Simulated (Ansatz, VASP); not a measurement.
Sb in VASP and in Ansatz

```
Sb
1.0
     0.00000    2.12137    2.12137
     2.12137    0.00000    2.12137
     2.12137    2.12137    0.00000
Sb
1
Cartesian
  0.0000 0.0000 0.0000
```

Change from the starting cell: volume scaled by 0.695, to set the pressure.

Alike in both runs: task single point; functional PBE; k mesh 15 × 15 × 15; occupations fermi-dirac, width 0.08 eV; no spin polarisation.

```csv
,VASP,Ansatz
version,VASP 6.6.1,Ansatz 0.2.0
potentials or method,"VASP PAW PBE potentials, release 64 (Sb)","PAW with Ansatz's default frozen-core files, scalar-relativistic"
plane-wave cutoff (eV),500,420
valence electrons in the cell,5,15
```

Ansatz gave:

* pressure (GPa): 49.1

Problem. Estimate VASP's values.

Solution. Pressure (GPa): 49.5.

Both programs put the cell under a high pressure, so it lies far from rest at this level. VASP's potentials hold 5 valence electrons a cell and Ansatz's 15, so a difference there can come from the potentials and not from the codes.

Spin-orbit coupling is off throughout.
